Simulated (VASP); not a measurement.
# Zr in VASP: density of states with PBEsol

Aim: the density of states of Zr with PBEsol.

Program: VASP 6.6.1. These are calculated values, not measurements. Logs are shortened: lines on timing, memory, paths and dates and some standing lists are left out, and cuts for length are marked.

## Step 1: The cell of the first run

The cell holds a slab with vacuum, 4 atoms: a = 3.185 Å, b = 3.185 Å, c = 23.672 Å, α = 90.00°, β = 90.00°, γ = 120.00°.

## Step 2: Density of states, PBEsol

POSCAR

```
Zr
1.0
    3.1851568114      0.0000000000      0.0000000000
   -1.5925784057      2.7584267137      0.0000000000
    0.0000000000      0.0000000000     23.6722000000
Zr
4
Direct
    0.8333333330      0.1666666670      0.3379491686
    0.1666666670      0.8333333330      0.4459830564
    0.8333333330      0.1666666670      0.5540169436
    0.1666666670      0.8333333330      0.6620508314
```

INCAR.step1

```
SYSTEM = Zr
PREC = Accurate ; ENCUT = 520
EDIFF = 1E-6 ; ISMEAR = -1
SIGMA = 0.05 ; LREAL = .FALSE.
LASPH = .TRUE. ; NELM = 100
ALGO = Normal ; ISIF = 2
LWAVE = .FALSE. ; LCHARG = .TRUE.
LMAXMIX = 4 ; LDIPOL = .TRUE.
IDIPOL = 3 ; DIPOL = 0.5 0.5 0.500
GGA = PS ; NBANDS = 32
```

KPOINTS.step1

```
Automatic mesh
0
G
  15 15 1
  0 0 0
```

INCAR.step2

```
SYSTEM = Zr
PREC = Accurate ; ENCUT = 520
EDIFF = 1E-6 ; ISMEAR = -5
SIGMA = 0.05 ; LREAL = .FALSE.
LASPH = .TRUE. ; NELM = 100
ALGO = Normal ; ISIF = 2
LWAVE = .FALSE. ; LCHARG = .FALSE.
LMAXMIX = 4 ; LDIPOL = .TRUE.
IDIPOL = 3 ; DIPOL = 0.5 0.5 0.500
GGA = PS ; LORBIT = 11
NBANDS = 32 ; NEDOS = 2001
ICHARG = 11
```

KPOINTS.step2

```
Automatic mesh
0
G
  23 23 1
  0 0 0
```

Potentials or basis: VASP PAW PBE potentials, release 64 (Zr_sv).

Run with:

```sh
> cat potpaw_PBE.64/Zr_sv/POTCAR > POTCAR
> cp INCAR.step1 INCAR
> cp KPOINTS.step1 KPOINTS
> mpirun -np 1 vasp_std > vasp.out
> cp INCAR.step2 INCAR
> cp KPOINTS.step2 KPOINTS
> mpirun -np 1 vasp_std > vasp.out
```

OUTCAR:

```text
SYSTEM = Zr
   PREC = Accurate
   ENCUT = 520
   EDIFF = 1E-6
   ISMEAR = -5
   LREAL = .FALSE.
   LASPH = .TRUE.
   NELM = 100
   ISIF = 2
   GGA = PS
   LORBIT = 11
   ICHARG = 11

 ion  position               nearest neighbor table
   1  0.833  0.167  0.338-   2 3.15   2 3.15   2 3.15
   2  0.167  0.833  0.446-   3 3.15   3 3.15   3 3.15   1 3.15   1 3.15   1 3.15
   3  0.833  0.167  0.554-   2 3.15   2 3.15   2 3.15   4 3.15   4 3.15   4 3.15
   4  0.167  0.833  0.662-   3 3.15   3 3.15   3 3.15

  LATTYP: Found a hexagonal cell.
 ALAT       =     3.1851568114
 C/A-ratio  =     7.4320359724

  Lattice vectors:

 A1 = (   3.1851568114,   0.0000000000,   0.0000000000)
 A2 = (  -1.5925784057,   2.7584267137,   0.0000000000)
 A3 = (   0.0000000000,   0.0000000000,  23.6722000000)

Analysis of symmetry for initial positions (statically):
=====================================================================
 Subroutine PRICEL returns:
 Original cell was already a primitive cell.

 Routine SETGRP: Setting up the symmetry group for a
 hexagonal supercell.

 Subroutine GETGRP returns: Found 12 space group operations
 (whereof  4 operations were pure point group operations)
 out of a pool of 24 trial point group operations.

The static configuration has the point symmetry C_2h.
 The point group associated with its full space group is D_3d.

Analysis of symmetry for dynamics (positions and initial velocities):
=====================================================================
 Subroutine PRICEL returns:
 Original cell was already a primitive cell.

 Routine SETGRP: Setting up the symmetry group for a
 hexagonal supercell.

 Subroutine GETGRP returns: Found 12 space group operations
 (whereof  4 operations were pure point group operations)
 out of a pool of 24 trial point group operations.

The dynamic configuration has the point symmetry C_2h.
 The point group associated with its full space group is D_3d.

 Subroutine INISYM returns: Found 12 space group operations
 (whereof  4 operations are pure point group operations),
 and found     1 'primitive' translations

----------------------------------------------------------------------------------------

                                     Primitive cell

  volume of cell :     207.9845

  direct lattice vectors                    reciprocal lattice vectors
     3.185156811  0.000000000  0.000000000     0.313956285  0.181262746  0.000000000
    -1.592578406  2.758426714  0.000000000     0.000000000  0.362525491  0.000000000
     0.000000000  0.000000000 23.672200000     0.000000000  0.000000000  0.042243644

  length of vectors
     3.185156811  3.185156811 23.672200000     0.362525491  0.362525491  0.042243644

  position of ions in fractional coordinates (direct lattice)
     0.833333333  0.166666667  0.337949169
     0.166666667  0.833333333  0.445983056
     0.833333333  0.166666667  0.554016944
     0.166666667  0.833333333  0.662050831

  ion indices of the primitive-cell ions
   primitive index   ion index
                 1           1
                 2           2
                 3           3
                 4           4

----------------------------------------------------------------------------------------

 KPOINTS: Automatic mesh

Automatic generation of k-mesh.
 Grid dimensions read from file:
 generate k-points for:   23   23    1

 Generating k-lattice:

  Cartesian coordinates                     Fractional coordinates (reciprocal lattice)
     0.013650273  0.007880989  0.000000000     0.043478261  0.000000000  0.000000000
     0.000000000  0.015761978  0.000000000     0.000000000  0.043478261  0.000000000
     0.000000000  0.000000000  0.042243644     0.000000000  0.000000000  1.000000000

  Length of vectors
     0.015761978  0.015761978  0.042243644

  Shift w.r.t. Gamma in fractional coordinates (k-lattice)
     0.000000000  0.000000000  0.000000000

 TETIRR: Found    276 inequivalent tetrahedra from     3174

 Subroutine IBZKPT returns following result:
 ===========================================

 Found     56 irreducible k-points:

 Following reciprocal coordinates:
            Coordinates               Weight
  0.000000  0.000000  0.000000      1.000000
  0.043478  0.000000  0.000000      6.000000
  0.086957  0.000000  0.000000      6.000000
  0.130435 -0.000000  0.000000      6.000000
  0.173913 -0.000000  0.000000      6.000000
  0.217391 -0.000000  0.000000      6.000000
[... 16 lines left out ...]
  0.478261  0.043478  0.000000      6.000000
  0.086957  0.086957  0.000000      6.000000
 [... further k-points ...]
   k-points           NKPTS =     56   k-points in BZ     NKDIM =     56   number of bands    NBANDS=     32
   number of dos      NEDOS =   2001   number of ions     NIONS =      4
   total plane-waves  NPLWV = 103680
   dimension x,y,z NGX =    24 NGY =   24 NGZ =  180
   dimension x,y,z NGXF=    48 NGYF=   48 NGZF=  360
   ions per type =               4
   NGX,Y,Z   is equivalent  to a cutoff of  12.53, 12.53, 12.64 a.u.
   NGXF,Y,Z  is equivalent  to a cutoff of  25.05, 25.05, 25.28 a.u.
 SYSTEM =  Zr
   PREC   = accura    normal or accurate (medium, high low for compatibility)
   ISTART =      0    job   : 0-new  1-cont  2-samecut
   ICHARG =     11    charge: 1-file 2-atom 10-const
   ISPIN  =      1    spin polarized calculation?
   LNONCOLLINEAR =      F non collinear calculations
   LSORBIT =      F    spin-orbit coupling
   LASPH  =      T    aspherical Exc in radial PAW
   ENCUT  =  520.0 eV  38.22 Ry    6.18 a.u.   5.92  5.92 44.01*2*pi/ulx,y,z
   NELM   =    100;   NELMIN=  2; NELMDL=  0     # of ELM steps
   EDIFF  = 0.1E-05   stopping-criterion for ELM
   LREAL  =      F    real-space projection
   EDIFFG = 0.1E-04   stopping-criterion for IOM
   NSW    =      0    number of steps for IOM
   IBRION =     -1    ionic relax: 0-MD 1-quasi-New 2-CG
   NFREE  =      0    steps in history (QN), initial steepest desc. (CG)
   ISIF   =      2    stress and relaxation
   ISYM   =      2    0-nonsym 1-usesym 2-fastsym
   POTIM  = 0.5000    time-step for ionic-motion
   TEBEG  =    0.0;   TEEND  =   0.0 temperature during run
   PSTRESS=    0.0 pullay stress
   NELECT =      48.0000    total number of electrons
   NUPDOWN=      -1.0000    fix difference up-down
   EMIN   =  10.00;   EMAX   =-10.00  energy-range for DOS
   EFERMI =   0.00;   METHOD = LEGACY
   ISMEAR =    -5;   SIGMA  =   0.05  broadening in eV -4-tet -1-fermi 0-gaus
   EFERMI_NEDOS =   21; number of points for ismear=-14 and -15
   IALGO  =     38    algorithm
   IMIX   =      4    mixing-type and parameters
     AMIX     =   0.40;   BMIX     =  1.00
     AMIX_MAG =   1.60;   BMIX_MAG =  1.00
  volume/ion in A,a.u.               =      52.00       350.89
  Fermi-wavevector in a.u.,A,eV,Ry     =   1.004180  1.897625 13.719811  1.008378
  Thomas-Fermi vector in A             =   2.136779
   LORBIT       =     11    0 simple, 1 ext, 2 COOP (PROOUT), +10 PAW based schemes
   GGA     = PS    functional components
   LHFCALC =     F    Hartree Fock is set to
   AEXX    =    0.0000 exact exchange contribution
   IVDW    =     0    specifies the selected vdW correction
   LEPSILON=     F    determine dielectric tensor
   LRPA    =     F    only Hartree local field effects (RPA)
 non-spin polarized calculation
 Fermi weights with tetrahedron method with Bloechl corrections
  energy-cutoff  :      520.00
  volume of cell :      207.98
 maximum number of plane-waves:      5641
 NGX is ok and might be reduce to    24

 number of electron      48.0000000 magnetization

 dipolmoment           0.000000      0.000000      0.000000 electrons x Angstroem

 Free energy of the ion-electron system (eV)
  ---------------------------------------------------
  ext. energy  EPLUGINS =         0.00000000
  ---------------------------------------------------
  free energy    TOTEN  =       -34.28079636 eV

  energy without entropy =      -34.28079636  energy(sigma->0) =      -34.28079636

 E-fermi :   1.6811     XC(G=0):  -5.7753

 val. band max:        1.6849559822   @ k =   0.3043  -0.0000   0.0000
 cond. band min:       1.6797993556   @ k =   0.2609   0.0435   0.0000
 fundamental gap:     -0.0051566266
 Fermi energy:         1.6811261342

 k-point     1 :       0.0000    0.0000    0.0000
  band No.  band energies     occupation
      1     -47.1729      2.00000
      2     -47.1720      2.00000
      3     -46.8025      2.00000
      4     -46.7153      2.00000
      5     -25.5203      2.00000
      6     -25.4085      2.00000
[... 24 lines left out ...]
     31       2.7531      0.00000
     32       3.1365      0.00000

 k-point     2 :       0.0435    0.0000    0.0000
  band No.  band energies     occupation
      1     -47.1710      2.00000
      2     -47.1701      2.00000
      3     -46.8003      2.00000
      4     -46.7138      2.00000
      5     -25.5154      2.00000
      6     -25.4061      2.00000
[... 24 lines left out ...]
     31       2.7955      0.00000
     32       3.1407      0.00000

 k-point     3 :       0.0870    0.0000    0.0000
  band No.  band energies     occupation
      1     -47.1654      2.00000
      2     -47.1646      2.00000
      3     -46.7940      2.00000
      4     -46.7096      2.00000
      5     -25.5013      2.00000
      6     -25.3991      2.00000
[... 24 lines left out ...]
     31       2.9264      0.00000
     32       3.0593      0.00000

 k-point     4 :       0.1304   -0.0000    0.0000
  band No.  band energies     occupation
      1     -47.1565      2.00000
      2     -47.1558      2.00000
      3     -46.7840      2.00000
      4     -46.7029      2.00000
      5     -25.4788      2.00000
      6     -25.3885      2.00000
[... 24 lines left out ...]
     31       3.0186      0.00000
     32       3.1458      0.00000

 k-point     5 :       0.1739   -0.0000    0.0000
  band No.  band energies     occupation
      1     -47.1449      2.00000
      2     -47.1443      2.00000
      3     -46.7708      2.00000
      4     -46.6944      2.00000
      5     -25.4498      2.00000
      6     -25.3760      2.00000
[... 584 lines left out ...]
     31       4.7021      0.00000
     32       4.8359      0.00000

 k-point    22 :       0.4348    0.0435    0.0000
  band No.  band energies     occupation
      1     -47.0699      2.00000
      2     -47.0698      2.00000
      3     -46.6773      2.00000
      4     -46.6469      2.00000
      5     -25.5671      2.00000
      6     -25.5482      2.00000
[... 24 lines left out ...]
     31       4.7464      0.00000
     32       5.0065      0.00000

 k-point    23 :       0.4783    0.0435    0.0000
  band No.  band energies     occupation
      1     -47.0679      2.00000
      2     -47.0679      2.00000
      3     -46.6743      2.00000
      4     -46.6461      2.00000
      5     -25.5799      2.00000
      6     -25.5614      2.00000
[... 24 lines left out ...]
     31       4.7569      0.00000
     32       5.0629      0.00000

 k-point    24 :       0.0870    0.0870    0.0000
  band No.  band energies     occupation
      1     -47.1514      2.00000
      2     -47.1507      2.00000
      3     -46.7782      2.00000
      4     -46.6992      2.00000
      5     -25.4660      2.00000
      6     -25.3827      2.00000
[... 24 lines left out ...]
     31       3.1081      0.00000
     32       3.2802      0.00000

 [... further k-points ...]

------------------------ aborting loop because EDIFF is reached ----------------------------------------

 vacuum level on the upper side and lower side of the slab       (xc-potential included)        -0.131        -0.131

  FORCE on cell =-STRESS in cart. coord.  units (eV):
  Direction    XX          YY          ZZ          XY          YZ          ZX
  --------------------------------------------------------------------------------------
  -------------------------------------------------------------------------------------
  Total       -2.4506795     -2.4506795     -1.7921341     -0.0000000      0.0000000      0.0000000
  in kB      -18.8784447    -18.8784447    -13.8054381     -0.0000000      0.0000000      0.0000000
  external PRESSURE =     -17.1874425 kB  Pullay stress =       0.0000000 kB

 VOLUME and BASIS-vectors are now :
 -----------------------------------------------------------------------------
  energy-cutoff  :      520.00
  volume of cell :      207.98
      direct lattice vectors                 reciprocal lattice vectors
     3.185156811  0.000000000  0.000000000     0.313956285  0.181262746  0.000000000
    -1.592578406  2.758426714  0.000000000     0.000000000  0.362525491  0.000000000
     0.000000000  0.000000000 23.672200000     0.000000000  0.000000000  0.042243644

 POSITION                                       TOTAL-FORCE (eV/Angst)
 -----------------------------------------------------------------------------------
      2.38887      0.45974      8.00000        -0.000000      0.000000      0.481461
     -0.79629      2.29869     10.55740        -0.000000      0.000000     -0.614013
      2.38887      0.45974     13.11480         0.000000     -0.000000      0.614013
     -0.79629      2.29869     15.67220        -0.000000     -0.000000     -0.481461
 -----------------------------------------------------------------------------------
    total drift:                               -0.000011      0.000007     -0.000000

  FREE ENERGIE OF THE ION-ELECTRON SYSTEM (eV)
  ---------------------------------------------------
  free  energy   TOTEN  =       -34.2807963588 eV

  energy  without entropy=      -34.2807963588  energy(sigma->0) =      -34.28079636

 vacuum level on the upper side and lower side of the slab         5.838         5.838

 total charge

# of ion       s       p       d       tot
------------------------------------------
    1        2.245   5.927   1.640   9.812
    2        2.241   5.958   1.668   9.867
    3        2.241   5.958   1.668   9.867
    4        2.245   5.927   1.640   9.812
--------------------------------------------------
tot          8.971  23.770   6.616  39.357
```

It took 7.1 min on 1 thread of Intel Xeon Platinum 8259CL at 2.50GHz (Skylake/Cascade Lake), shared host; peak memory 0.45 GiB.

Results:

| Item | Value |
| --- | --- |
| Valence electrons inside the program's atomic spheres | Zr 9.81, 9.87 |

Caveat: the PAW data sets were made with another functional, which shifts forces and pressure a little; tetrahedron occupations give inexact forces and stress in metals.
